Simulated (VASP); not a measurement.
AlSi16 (a cell with a defect): single point with PBE+D3(BJ)

AlSi16 (a cell with a defect):

```
CELL_PARAMETERS angstrom
0.00000 5.43000 5.43000
5.43000 0.00000 5.43000
5.43000 5.43000 0.00000
ATOMIC_POSITIONS crystal
Si 0.98969 0.00326 0.00283
Si 0.11348 0.12697 0.12653
Si 0.99102 0.00479 0.50139
Si 0.11346 0.12697 0.63163
Si 0.99102 0.50182 0.00436
Si 0.11346 0.63206 0.12654
Si 0.99102 0.50184 0.50140
Si 0.12783 0.62388 0.62346
Si 0.48830 0.00470 0.00427
Si 0.61848 0.12700 0.12659
Si 0.48830 0.00468 0.50138
Si 0.61020 0.14143 0.62350
Si 0.48830 0.50179 0.00426
Si 0.61019 0.62392 0.14101
Si 0.48967 0.50326 0.50284
Si 0.61020 0.62391 0.62349
Al 0.73961 0.75329 0.75287
```

| Property | Result |
| --- | --- |
| Program | VASP 6.6.1 |
| Task | single point |
| Functional | PBE |
| Dispersion | D3(BJ) |
| Potentials or basis | VASP PAW PBE potentials, release 64 (Si, Al) |
| Cutoff | 520 eV |
| k mesh | 2 × 2 × 2 |
| Occupations | gaussian, width 0.05 eV |
| Spin | collinear spin |
| Starting moments | [0.0, 0.0, 0.0, 0.0, 0.0, 0.0, 0.0, 0.0, 0.0, 0.0, 0.0, 0.0, 0.0, 0.0, 0.0, 0.0, 1.0] μB |

```json
{
 "Pressure": "2.5 GPa",
 "Largest force": "0.010 eV/Å",
 "Net moment": "0.01 μB per cell",
 "Valence electrons inside the program's atomic spheres": "Si 1.71, 1.70, 1.67, 1.75 (each value once); Al 0.84",
 "Dispersion energy per atom": "-0.330 eV"
}
```

Forces on the atoms (eV/Å):
```
Si  -0.002  0.000  0.001
Si   0.004 -0.002 -0.001
Si  -0.003  0.005 -0.003
Si   0.001 -0.003  0.000
Si  -0.002 -0.003  0.004
Si   0.000 -0.001 -0.004
Si   0.003  0.006  0.004
Si   0.001 -0.003 -0.003
Si   0.000 -0.002 -0.001
Si  -0.003  0.004  0.003
Si   0.004  0.000 -0.003
Si   0.003 -0.003  0.004
Si   0.003 -0.002  0.000
Si   0.004  0.005 -0.004
Si   0.000 -0.002 -0.001
Si  -0.004 -0.001 -0.002
Al  -0.008  0.004  0.005
```

Levels at points of the mesh, in eV from the Fermi level:
Spin up:
| k point | band 31 | band 32 | band 33 | band 34 | band 35 | band 36 |
| --- | --- | --- | --- | --- | --- | --- |
| (0.00, 0.00, 0.00) | -0.76 | -0.76 | -0.76 | -0.22 | -0.22 | -0.22 |
| (0.50, 0.00, 0.00) | -1.41 | -1.41 | -0.61 | 0.22 | 0.54 | 0.54 |
| (0.00, 0.50, 0.00) | -1.41 | -1.41 | -0.61 | 0.22 | 0.54 | 0.54 |
| (0.00, 0.00, 0.50) | -1.41 | -1.41 | -0.61 | 0.22 | 0.54 | 0.54 |
| (0.50, 0.50, 0.50) | -1.41 | -1.41 | -0.61 | 0.22 | 0.54 | 0.54 |
| (0.50, 0.50, 0.00) | -2.03 | -1.90 | -0.26 | 0.19 | 1.09 | 1.40 |
| (0.00, 0.50, 0.50) | -2.03 | -1.90 | -0.26 | 0.19 | 1.09 | 1.40 |
| (0.50, 0.00, 0.50) | -2.03 | -1.90 | -0.26 | 0.19 | 1.09 | 1.40 |
Spin down:
```tsv
k point	band 30	band 31	band 32	band 33	band 34	band 35	band 36	band 37
(0.00, 0.00, 0.00)	-1.75	-0.76	-0.76	-0.76	-0.22	-0.22	-0.22	0.00
(0.50, 0.00, 0.00)	-1.58	-1.41	-1.41	-0.61	0.22	0.54	0.54	0.87
(0.00, 0.50, 0.00)	-1.58	-1.41	-1.41	-0.61	0.22	0.54	0.54	0.87
(0.00, 0.00, 0.50)	-1.58	-1.41	-1.41	-0.61	0.22	0.54	0.54	0.87
(0.50, 0.50, 0.50)	-1.58	-1.41	-1.41	-0.61	0.22	0.54	0.54	0.87
(0.50, 0.50, 0.00)	-2.03	-2.03	-1.90	-0.26	0.19	1.09	1.40	1.40
(0.00, 0.50, 0.50)	-2.03	-2.03	-1.90	-0.26	0.19	1.09	1.40	1.40
(0.50, 0.00, 0.50)	-2.03	-2.03	-1.90	-0.26	0.19	1.09	1.40	1.40
```

Wall time 5.9 min on 1 thread of Intel(R) Xeon(R) 6975P-C (Granite Rapids), with other jobs on the host, peak memory 0.7 GiB.

Caveat: the k points lie up to 0.50 Å⁻¹ apart.
